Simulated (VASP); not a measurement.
## SnO2: single point with PBEsol

SnO2:

```
Sn O
1.0
     4.78800    0.00000    0.00000
     0.00000    4.86658    0.00000
     0.00000    0.00000    3.24090
Sn O
2 4
Direct
  0.00000 0.00000 0.00000
  0.50000 0.50000 0.50000
  0.70815 0.67896 0.00000
  0.20814 0.82104 0.50000
  0.79185 0.17896 0.50000
  0.29185 0.32104 0.00000
```

* Program: VASP 6.6.1
* Task: single point
* Functional: PBEsol
* Potentials or basis: VASP PAW PBE potentials, release 64 (Sn_d, O)
* Cutoff: 520 eV
* k mesh: 5 × 5 × 6
* Occupations: fermi-dirac, width 0.05 eV
* Spin: no spin polarisation

```json
{
 "Pressure": "-5.8 GPa",
 "Largest force": "0.104 eV/Å",
 "Band gap on the k mesh": "0.72 eV"
}
```

Forces in eV/Å, atoms in the order of the input:
```
Sn   0.000  0.000  0.000
Sn   0.000  0.000  0.000
O   -0.103  0.019  0.000
O   -0.103 -0.019  0.000
O    0.103  0.019  0.000
O    0.103 -0.019  0.000
```

Stress tensor (GPa, compression positive):
```
-5.33  0.00  0.00
 0.00 -5.58  0.00
 0.00  0.00 -6.38
```

Levels at points of the mesh, in eV from the valence-band top:
```
           k point  band 24  band 25  band 26  band 27  band 28  band 29
(0.00, 0.00, 0.00)    -0.63    -0.62     0.00     0.72     5.63     5.92
(0.00, 0.00, 0.50)    -1.45    -1.05    -1.05     5.57     5.57     9.26
```

Wall time 2.3 min on 1 thread of Intel Xeon 8259CL, with other jobs on the host, peak memory 0.22 GiB.

Caveat: the cell stands under tension; the PAW data sets were made with another functional, which shifts forces and pressure a little; spin-orbit coupling is left out, which moves the levels of the heavy elements.
